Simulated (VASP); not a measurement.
# Sn3GeCl (Pm-3m) in VASP: further runs

Runs on Sn3GeCl. Level: PBE. Tasks: single point, relaxation of cell and atoms.

Everything below comes from runs of VASP 6.6.1. Logs are shortened: lines on timing, memory, paths and dates and some standing lists are left out, and cuts for length are marked.

## Step 1: The cell of the first run

It takes space group Pm-3m (No. 221, cubic). The conventional cell has a = 5.399 Å, b = 5.399 Å, c = 5.399 Å, α = 90.00°, β = 90.00°, γ = 90.00°. Sn (site symmetry 4/mmm) has 2 Cl at 2.70 Å within 3.6 Å. Within 5.0 Å of Ge (site symmetry m-3m) lie 12 Sn at 3.82 Å and 8 Cl at 4.68 Å. Cl (site symmetry m-3m) has 6 Sn at 2.70 Å within 3.6 Å.

## Step 2: Single point, PBE

Input file INCAR:

```
SYSTEM = Sn3GeCl
  PREC = Accurate
  ENCUT = 520
  EDIFF = 1E-7
  ISMEAR = 0
  SIGMA = 0.1
  LREAL = .FALSE.
  LASPH = .TRUE.
  NELM = 100
  ALGO = Normal
  ISIF = 2
  LWAVE = .FALSE.
  LCHARG = .FALSE.
  GGA = PE
  NBANDS = 40
```

Input file KPOINTS:

```
regular mesh
0
G
  8 8 8
  0 0 0
```

Input file POSCAR:

```
Sn3GeCl
1.0
    5.3987204876      0.0000000000      0.0000000000
    0.0000000000      5.3987204876      0.0000000000
    0.0000000000      0.0000000000      5.3987204876
Sn Ge Cl
3 1 1
Direct
    0.0000000000      0.5000000000      0.5000000000
    0.5000000000      0.0000000000      0.5000000000
    0.5000000000      0.5000000000      0.0000000000
    0.0000000000      0.0000000000      0.0000000000
    0.5000000000      0.5000000000      0.5000000000
```

Potentials or basis: VASP PAW PBE potentials, release 64 (Sn_d, Ge_d, Cl).

The run is started by

```sh
$ cat potpaw_PBE.64/Sn_d/POTCAR potpaw_PBE.64/Ge_d/POTCAR potpaw_PBE.64/Cl/POTCAR > POTCAR
$ mpirun -np 1 vasp_std > vasp.out
```

OUTCAR:

```text
SYSTEM = Sn3GeCl
   PREC = Accurate
   ENCUT = 520
   EDIFF = 1E-7
   ISMEAR = 0
   LREAL = .FALSE.
   LASPH = .TRUE.
   NELM = 100
   ISIF = 2
   GGA = PE

 ion  position               nearest neighbor table
   1  0.000  0.500  0.500-   5 2.70   5 2.70
   2  0.500  0.000  0.500-   5 2.70   5 2.70
   3  0.500  0.500  0.000-   5 2.70   5 2.70
   4  0.000  0.000  0.000-
   5  0.500  0.500  0.500-   1 2.70   2 2.70   3 2.70   3 2.70   2 2.70   1 2.70

  LATTYP: Found a simple cubic cell.
 ALAT       =     5.3987204876

  Lattice vectors:

 A1 = (   5.3987204876,   0.0000000000,   0.0000000000)
 A2 = (   0.0000000000,   5.3987204876,   0.0000000000)
 A3 = (   0.0000000000,   0.0000000000,   5.3987204876)

Analysis of symmetry for initial positions (statically):
=====================================================================
 Subroutine PRICEL returns:
 Original cell was already a primitive cell.

 Routine SETGRP: Setting up the symmetry group for a
 simple cubic supercell.

 Subroutine GETGRP returns: Found 48 space group operations
 (whereof 48 operations were pure point group operations)
 out of a pool of 48 trial point group operations.

The static configuration has the point symmetry O_h .

Analysis of symmetry for dynamics (positions and initial velocities):
=====================================================================
 Subroutine PRICEL returns:
 Original cell was already a primitive cell.

 Routine SETGRP: Setting up the symmetry group for a
 simple cubic supercell.

 Subroutine GETGRP returns: Found 48 space group operations
 (whereof 48 operations were pure point group operations)
 out of a pool of 48 trial point group operations.

The dynamic configuration has the point symmetry O_h .

 Subroutine INISYM returns: Found 48 space group operations
 (whereof 48 operations are pure point group operations),
 and found     1 'primitive' translations

----------------------------------------------------------------------------------------

                                     Primitive cell

  volume of cell :     157.3521

  direct lattice vectors                    reciprocal lattice vectors
     5.398720488  0.000000000  0.000000000     0.185229075  0.000000000  0.000000000
     0.000000000  5.398720488  0.000000000     0.000000000  0.185229075  0.000000000
     0.000000000  0.000000000  5.398720488     0.000000000  0.000000000  0.185229075

  length of vectors
     5.398720488  5.398720488  5.398720488     0.185229075  0.185229075  0.185229075

  position of ions in fractional coordinates (direct lattice)
     0.000000000  0.500000000  0.500000000
     0.500000000  0.000000000  0.500000000
     0.500000000  0.500000000  0.000000000
     0.000000000  0.000000000  0.000000000
     0.500000000  0.500000000  0.500000000

  ion indices of the primitive-cell ions
   primitive index   ion index
                 1           1
                 2           2
                 3           3
                 4           4
                 5           5

----------------------------------------------------------------------------------------

 KPOINTS: regular mesh

Automatic generation of k-mesh.
 Grid dimensions read from file:
 generate k-points for:    8    8    8

 Generating k-lattice:

  Cartesian coordinates                     Fractional coordinates (reciprocal lattice)
     0.023153634  0.000000000  0.000000000     0.125000000  0.000000000  0.000000000
     0.000000000  0.023153634  0.000000000     0.000000000  0.125000000  0.000000000
     0.000000000  0.000000000  0.023153634     0.000000000  0.000000000  0.125000000

  Length of vectors
     0.023153634  0.023153634  0.023153634

  Shift w.r.t. Gamma in fractional coordinates (k-lattice)
     0.000000000  0.000000000  0.000000000

 Subroutine IBZKPT returns following result:
 ===========================================

 Found     35 irreducible k-points:

 Following reciprocal coordinates:
            Coordinates               Weight
  0.000000  0.000000  0.000000      1.000000
  0.125000  0.000000  0.000000      6.000000
  0.250000  0.000000  0.000000      6.000000
  0.375000  0.000000  0.000000      6.000000
  0.500000  0.000000  0.000000      3.000000
  0.125000  0.125000  0.000000     12.000000
[... 16 lines left out ...]
  0.375000  0.375000  0.125000     24.000000
  0.500000  0.375000  0.125000     24.000000
 [... further k-points ...]
   k-points           NKPTS =     35   k-points in BZ     NKDIM =     35   number of bands    NBANDS=     40
   number of dos      NEDOS =    301   number of ions     NIONS =      5
   total plane-waves  NPLWV =  64000
   dimension x,y,z NGX =    40 NGY =   40 NGZ =   40
   dimension x,y,z NGXF=    80 NGYF=   80 NGZF=   80
   ions per type =               3   1   1
   NGX,Y,Z   is equivalent  to a cutoff of  12.32, 12.32, 12.32 a.u.
   NGXF,Y,Z  is equivalent  to a cutoff of  24.63, 24.63, 24.63 a.u.
 SYSTEM =  Sn3GeCl
   PREC   = accura    normal or accurate (medium, high low for compatibility)
   ISTART =      0    job   : 0-new  1-cont  2-samecut
   ICHARG =      2    charge: 1-file 2-atom 10-const
   ISPIN  =      1    spin polarized calculation?
   LNONCOLLINEAR =      F non collinear calculations
   LSORBIT =      F    spin-orbit coupling
   LASPH  =      T    aspherical Exc in radial PAW
   ENCUT  =  520.0 eV  38.22 Ry    6.18 a.u.  10.04 10.04 10.04*2*pi/ulx,y,z
   NELM   =    100;   NELMIN=  2; NELMDL= -5     # of ELM steps
   EDIFF  = 0.1E-06   stopping-criterion for ELM
   LREAL  =      F    real-space projection
   EDIFFG = 0.1E-05   stopping-criterion for IOM
   NSW    =      0    number of steps for IOM
   IBRION =     -1    ionic relax: 0-MD 1-quasi-New 2-CG
   NFREE  =      0    steps in history (QN), initial steepest desc. (CG)
   ISIF   =      2    stress and relaxation
   ISYM   =      2    0-nonsym 1-usesym 2-fastsym
   POTIM  = 0.5000    time-step for ionic-motion
   TEBEG  =    0.0;   TEEND  =   0.0 temperature during run
   PSTRESS=    0.0 pullay stress
   NELECT =      63.0000    total number of electrons
   NUPDOWN=      -1.0000    fix difference up-down
   EMIN   =  10.00;   EMAX   =-10.00  energy-range for DOS
   EFERMI =   0.00;   METHOD = LEGACY
   ISMEAR =     0;   SIGMA  =   0.10  broadening in eV -4-tet -1-fermi 0-gaus
   EFERMI_NEDOS =   21; number of points for ismear=-14 and -15
   IALGO  =     38    algorithm
   IMIX   =      4    mixing-type and parameters
     AMIX     =   0.40;   BMIX     =  1.00
     AMIX_MAG =   1.60;   BMIX_MAG =  1.00
  volume/ion in A,a.u.               =      31.47       212.37
  Fermi-wavevector in a.u.,A,eV,Ry     =   1.206602  2.280148 19.808576  1.455889
  Thomas-Fermi vector in A             =   2.342265
   LORBIT       =      0    0 simple, 1 ext, 2 COOP (PROOUT), +10 PAW based schemes
   GGA     = PE    functional components
   LHFCALC =     F    Hartree Fock is set to
   AEXX    =    0.0000 exact exchange contribution
   IVDW    =     0    specifies the selected vdW correction
   LEPSILON=     F    determine dielectric tensor
   LRPA    =     F    only Hartree local field effects (RPA)
 non-spin polarized calculation
 Gauss-broadening in eV      SIGMA  =   0.10
  energy-cutoff  :      520.00
  volume of cell :      157.35
 maximum number of plane-waves:      4272
   NGX = 21   NGY = 21   NGZ = 21

 number of electron      62.9999991 magnetization

 Free energy of the ion-electron system (eV)
  ---------------------------------------------------
  ext. energy  EPLUGINS =         0.00000000
  ---------------------------------------------------
  free energy    TOTEN  =       -15.28240009 eV

  energy without entropy =      -15.26788059  energy(sigma->0) =      -15.27514034

 E-fermi :   5.1639     XC(G=0):  -9.1312

 val. band max:        5.1521330815   @ k =   0.3750   0.2500   0.0000
 cond. band min:       5.1705257764   @ k =   0.5000   0.3750   0.1250
 fundamental gap:      0.0183926950
 Fermi energy:         5.1638740033

 k-point     1 :       0.0000    0.0000    0.0000
  band No.  band energies     occupation
      1     -19.7709      2.00000
      2     -19.7709      2.00000
      3     -19.7709      2.00000
      4     -19.7707      2.00000
      5     -19.7707      2.00000
      6     -17.2133      2.00000
[... 32 lines left out ...]
     39       9.0113      0.00000
     40       9.0113      0.00000

 k-point     2 :       0.1250    0.0000    0.0000
  band No.  band energies     occupation
      1     -19.7709      2.00000
      2     -19.7709      2.00000
      3     -19.7709      2.00000
      4     -19.7707      2.00000
      5     -19.7707      2.00000
      6     -17.2052      2.00000
[... 32 lines left out ...]
     39       9.3628      0.00000
     40       9.3628      0.00000

 k-point     3 :       0.2500    0.0000    0.0000
  band No.  band energies     occupation
      1     -19.7709      2.00000
      2     -19.7709      2.00000
      3     -19.7709      2.00000
      4     -19.7707      2.00000
      5     -19.7707      2.00000
      6     -17.1842      2.00000
[... 32 lines left out ...]
     39       9.2063      0.00000
     40       9.7924      0.00000

 k-point     4 :       0.3750    0.0000    0.0000
  band No.  band energies     occupation
      1     -19.7709      2.00000
      2     -19.7709      2.00000
      3     -19.7709      2.00000
      4     -19.7707      2.00000
      5     -19.7706      2.00000
      6     -17.1603      2.00000
[... 32 lines left out ...]
     39       9.3902      0.00000
     40       9.8898      0.00000
[... 772 lines left out ...]
     39       8.0558      0.00000
     40       8.9053      0.00000

 k-point    23 :       0.3750    0.3750    0.1250
  band No.  band energies     occupation
      1     -19.7709      2.00000
      2     -19.7709      2.00000
      3     -19.7709      2.00000
      4     -19.7707      2.00000
      5     -19.7706      2.00000
      6     -17.1025      2.00000
[... 32 lines left out ...]
     39       8.6140      0.00000
     40       8.7254      0.00000

 k-point    24 :       0.5000    0.3750    0.1250
  band No.  band energies     occupation
      1     -19.7709      2.00000
      2     -19.7709      2.00000
      3     -19.7709      2.00000
      4     -19.7707      2.00000
      5     -19.7706      2.00000
      6     -17.0903      2.00000
[... 32 lines left out ...]
     39       8.5079      0.00000
     40       8.7041      0.00000

 [... further k-points ...]

------------------------ aborting loop because EDIFF is reached ----------------------------------------

  FORCE on cell =-STRESS in cart. coord.  units (eV):
  Direction    XX          YY          ZZ          XY          YZ          ZX
  --------------------------------------------------------------------------------------
  -------------------------------------------------------------------------------------
  Total       -0.0433197     -0.0433197     -0.0433197     -0.0000000     -0.0000000     -0.0000000
  in kB       -0.4410866     -0.4410866     -0.4410866     -0.0000000     -0.0000000     -0.0000000
  external PRESSURE =      -0.4410866 kB  Pullay stress =       0.0000000 kB

 VOLUME and BASIS-vectors are now :
 -----------------------------------------------------------------------------
  energy-cutoff  :      520.00
  volume of cell :      157.35
      direct lattice vectors                 reciprocal lattice vectors
     5.398720488  0.000000000  0.000000000     0.185229075  0.000000000  0.000000000
     0.000000000  5.398720488  0.000000000     0.000000000  0.185229075  0.000000000
     0.000000000  0.000000000  5.398720488     0.000000000  0.000000000  0.185229075

 POSITION                                       TOTAL-FORCE (eV/Angst)
 -----------------------------------------------------------------------------------
      0.00000      2.69936      2.69936         0.000000      0.000000      0.000000
      2.69936      0.00000      2.69936         0.000000      0.000000      0.000000
      2.69936      2.69936      0.00000         0.000000      0.000000      0.000000
      0.00000      0.00000      0.00000         0.000000      0.000000      0.000000
      2.69936      2.69936      2.69936         0.000000      0.000000      0.000000
 -----------------------------------------------------------------------------------
    total drift:                               -0.000000     -0.000000     -0.000000

  FREE ENERGIE OF THE ION-ELECTRON SYSTEM (eV)
  ---------------------------------------------------
  free  energy   TOTEN  =       -15.2824000877 eV

  energy  without entropy=      -15.2678805867  energy(sigma->0) =      -15.27514034
```

Run time: 3.5 min. Hardware: 1 thread of Intel Xeon Platinum 8488C (Sapphire Rapids), shared host; peak memory 0.35 GiB.

What came out:

| Property | Result |
| --- | --- |
| Free energy | -15.2824 eV |
| Pressure | 0.0 GPa |

Caveat: spin-orbit coupling is left out, which moves the levels of the heavy elements; an odd number of electrons without spin polarisation forces a metal; a magnetic or distorted state may lie lower.

## Step 3: Relaxation of cell and atoms, PBE

This run uses another cell than the first one, of 31.53 Å³/atom, 1.002 times its volume.

Input file INCAR:

```
SYSTEM = Sn3GeCl
PREC = Accurate
ENCUT = 600
EDIFF = 1E-6
ISMEAR = 0
SIGMA = 0.1
LREAL = .FALSE.
LASPH = .TRUE.
NELM = 100
ALGO = Normal
ISIF = 3
LWAVE = .FALSE.
LCHARG = .FALSE.
GGA = PE
IBRION = 2
NSW = 100
EDIFFG = -0.01
```

Input file KPOINTS:

```
Automatic mesh
0
G
  8 8 8
  0 0 0
```

POSCAR, as its differences from that of step 2:

```diff
@@ -2,5 +2,5 @@
 1.0
-    5.3987204876      0.0000000000      0.0000000000
-    0.0000000000      5.3987204876      0.0000000000
-    0.0000000000      0.0000000000      5.3987204876
+    5.4024020724      0.0000000000      0.0000000000
+    0.0000000000      5.4024020724      0.0000000000
+    0.0000000000      0.0000000000      5.4024020724
 Sn Ge Cl
```

Potentials or basis: VASP PAW PBE potentials, release 64 (Sn_d, Ge_d, Cl).

The run is started by

```sh
$ cat potpaw_PBE.64/Sn_d/POTCAR potpaw_PBE.64/Ge_d/POTCAR potpaw_PBE.64/Cl/POTCAR > POTCAR
$ mpirun -np 1 vasp_std > vasp.out
```

OUTCAR:

```text
SYSTEM = Sn3GeCl
   PREC = Accurate
   ENCUT = 600
   EDIFF = 1E-6
   ISMEAR = 0
   LREAL = .FALSE.
   LASPH = .TRUE.
   NELM = 100
   ISIF = 3
   GGA = PE
   IBRION = 2
   NSW = 100
   EDIFFG = -0.01

 ion  position               nearest neighbor table
   1  0.000  0.500  0.500-   5 2.70   5 2.70
   2  0.500  0.000  0.500-   5 2.70   5 2.70
   3  0.500  0.500  0.000-   5 2.70   5 2.70
   4  0.000  0.000  0.000-
   5  0.500  0.500  0.500-   1 2.70   2 2.70   3 2.70   3 2.70   2 2.70   1 2.70

  LATTYP: Found a simple cubic cell.
 ALAT       =     5.4024020724

  Lattice vectors:

 A1 = (   5.4024020724,   0.0000000000,   0.0000000000)
 A2 = (   0.0000000000,   5.4024020724,   0.0000000000)
 A3 = (   0.0000000000,   0.0000000000,   5.4024020724)

Analysis of symmetry for initial positions (statically):
=====================================================================
 Subroutine PRICEL returns:
 Original cell was already a primitive cell.

 Routine SETGRP: Setting up the symmetry group for a
 simple cubic supercell.
[... 219 lines left out ...]
  ---------------------------------------------------
  free energy    TOTEN  =       -15.28296772 eV

  energy without entropy =      -15.26844036  energy(sigma->0) =      -15.27570404

 E-fermi :   5.1617     XC(G=0):  -9.1301

 val. band max:        5.1501323094   @ k =   0.3750   0.2500   0.0000
 cond. band min:       5.1683926166   @ k =   0.5000   0.3750   0.1250
 fundamental gap:      0.0182603071
 Fermi energy:         5.1616842418

 k-point     1 :       0.0000    0.0000    0.0000
  band No.  band energies     occupation
      1     -19.7727      2.00000
      2     -19.7727      2.00000
      3     -19.7727      2.00000
      4     -19.7726      2.00000
      5     -19.7726      2.00000
      6     -17.2152      2.00000
[... 949 lines left out ...]
     36       6.7693      0.00000
     37       7.6792      0.00000

 [... further k-points ...]
[... 5 lines left out ...]
  --------------------------------------------------------------------------------------
  -------------------------------------------------------------------------------------
  Total        0.0294756      0.0294756      0.0294756     -0.0000000      0.0000000     -0.0000000
  in kB        0.3000559      0.3000559      0.3000559     -0.0000000      0.0000000     -0.0000000
  external PRESSURE =       0.3000559 kB  Pullay stress =       0.0000000 kB

 VOLUME and BASIS-vectors are now :
 -----------------------------------------------------------------------------
  energy-cutoff  :      600.00
  volume of cell :      157.39
      direct lattice vectors                 reciprocal lattice vectors
     5.399130034  0.000000000  0.000000000     0.185215024 -0.000000000  0.000000000
     0.000000000  5.399130034  0.000000000    -0.000000000  0.185215024 -0.000000000
    -0.000000000  0.000000000  5.399130034    -0.000000000 -0.000000000  0.185215024

 POSITION                                       TOTAL-FORCE (eV/Angst)
 -----------------------------------------------------------------------------------
      0.00000      2.69957      2.69957        -0.000000      0.000000      0.000000
      2.69957      0.00000      2.69957        -0.000000      0.000000      0.000000
      2.69957      2.69957      0.00000         0.000000     -0.000000      0.000000
      0.00000      0.00000      0.00000        -0.000000     -0.000000      0.000000
      2.69957      2.69957      2.69957         0.000000     -0.000000      0.000000
 -----------------------------------------------------------------------------------
    total drift:                                0.000000      0.000000     -0.000000

  FREE ENERGIE OF THE ION-ELECTRON SYSTEM (eV)
  ---------------------------------------------------
  free  energy   TOTEN  =       -15.2829677172 eV

  energy  without entropy=      -15.2684403649  energy(sigma->0) =      -15.27570404

 reached required accuracy - stopping structural energy minimisation
```

OSZICAR:

```text
N       E                     dE             d eps       ncg     rms          rms(c)
DAV:   1     0.672798046367E+03    0.67280E+03   -0.33769E+04  2899   0.306E+03
[... 13 lines left out ...]
       N       E                     dE             d eps       ncg     rms          rms(c)
DAV:   1    -0.152850823792E+02   -0.21819E-02   -0.45463E-02  3059   0.254E+00    0.258E-01
DAV:   2    -0.152833769945E+02    0.17054E-02   -0.30798E-03  3203   0.655E-01    0.121E-01
DAV:   3    -0.152829852771E+02    0.39172E-03   -0.12318E-03  3353   0.367E-01    0.398E-02
DAV:   4    -0.152829720436E+02    0.13233E-04   -0.35884E-05  3153   0.415E-02    0.370E-02
DAV:   5    -0.152829670701E+02    0.49735E-05   -0.19342E-05  2495   0.242E-02    0.637E-03
DAV:   6    -0.152829677172E+02   -0.64708E-06   -0.30092E-06  2267   0.173E-02
   2 F= -.15282968E+02 E0= -.15275704E+02  d E =-.676111E-04
```

It took 6.7 min on 1 thread of Intel Xeon Platinum 8488C (Sapphire Rapids), shared host; peak memory 0.47 GiB.

Results:

```
Free energy                            : -15.2830 eV
Relaxed volume                         : 31.48 Å³/atom
Relaxed cell                           : a = 5.399 Å, b = 5.399 Å, c = 5.399 Å, α = 90.00°, β = 90.00°, γ = 90.00°
Space group after relaxing (to 0.05 Å) : Pm-3m (No. 221)
Energy gained by relaxing              : 0.0 meV/atom
Ionic steps                            : 2
Pressure after relaxing                : 0.0 GPa
```

Final structure:
```
Sn Ge Cl
1.0
     5.39913    0.00000    0.00000
     0.00000    5.39913    0.00000
     0.00000    0.00000    5.39913
Sn Ge Cl
3 1 1
Cartesian
  0.0000 2.6996 2.6996
  2.6996 0.0000 2.6996
  2.6996 2.6996 0.0000
  0.0000 0.0000 0.0000
  2.6996 2.6996 2.6996
```

Levels at points of the mesh, in eV from the Fermi level:
```csv
k point,band 28,band 29,band 30,band 31,band 32,band 33,band 34,band 35
"(0.00, 0.00, 0.00)",-6.10,-1.42,-1.42,-1.42,1.18,1.18,1.18,2.86
"(0.50, 0.00, 0.00)",-3.37,-1.38,-1.38,-0.02,0.33,0.33,0.41,0.73
"(0.50, 0.50, 0.00)",-3.68,-1.80,-1.02,-1.02,-0.39,-0.39,0.01,0.12
"(0.50, 0.50, 0.50)",-3.41,-3.29,-3.29,-3.29,-0.52,1.26,1.26,2.58
```

Caveat: spin-orbit coupling is left out, which moves the levels of the heavy elements; an odd number of electrons without spin polarisation forces a metal; a magnetic or distorted state may lie lower.
